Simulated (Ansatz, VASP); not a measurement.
**Hg: VASP beside Ansatz**

Contents of INCAR:

```
PREC     = Accurate       # precision mode
ENCUT    = 520            # plane-wave cutoff, eV
EDIFF    = 1E-6           # SCF threshold, eV
ISMEAR   = 0              # smearing method
SIGMA    = 0.15           # smearing width, eV
LREAL    = False          # projectors in reciprocal space
LASPH    = True           # aspherical terms in the spheres
NELM     = 100            # most SCF steps
ALGO     = Fast           # electronic algorithm
ISIF     = 2              # what is computed and relaxed
LWAVE    = False          # write WAVECAR
LCHARG   = False          # write CHGCAR
GGA      = PE             # functional
IVDW     = 12             # dispersion correction
NBANDS   = 19             # bands
```

KPOINTS

```
Automatic mesh
0
Gamma
  15 15 8
```

The input POSCAR:

```
Hg
1.0
    3.5198000000      0.0000000000      0.0000000000
   -1.7599000000      3.0482362162      0.0000000000
    0.0000000000      0.0000000000      5.7619000000
Hg
2
Direct
    0.6666666667      0.3333333333      0.7500000000
    0.3333333333      0.6666666667      0.2500000000
```

Input for Ansatz:

```yaml
crystal:
  lattice:
    - [3.5198, 0.0, 0.0]
    - [-1.7599, 3.0482362162, 0.0]
    - [0.0, 0.0, 5.7619]
  atoms:
    - { symbol: Hg, position: [0.6666666667, 0.3333333333, 0.75] }
    - { symbol: Hg, position: [0.3333333333, 0.6666666667, 0.25] }
basis:
  ecutwfc: 420
kpoints:
  mp_grid: { grid: [15, 15, 8] }
hamiltonian:
  xc: pbe
  dispersion: d3bj
scf:
  occupations: { method: gaussian, width: 0.15 }
output:
  forces: true
  stress: true
  eigenvalues: true
```

Alike in both runs: task single point; functional PBE; dispersion D3(BJ); k mesh 15 × 15 × 8; occupations gaussian, width 0.15 eV; no spin polarisation.

```csv
,VASP,Ansatz
version,VASP 6.6.1,Ansatz 0.2.0
potentials or method,"VASP PAW PBE potentials, release 64 (Hg), cutoff 520 eV","scalar-relativistic, plane waves, PAW"
valence electrons in the cell,24,40
```

```tsv
	VASP	Ansatz	Ansatz less VASP
gap on the k mesh at the Fermi level (eV)	none	none	-
pressure (GPa)	-1.6	-1.6	-0.05
traceless stress, the component that is largest in VASP (GPa)	-0.32	-0.32	+0.002
```

A gap of «none» marks a metal or a gap that the smearing closes. VASP's potentials hold 24 valence electrons a cell and Ansatz's 40, so a difference there can come from the potentials and not from the codes.

Spin-orbit coupling is off throughout.
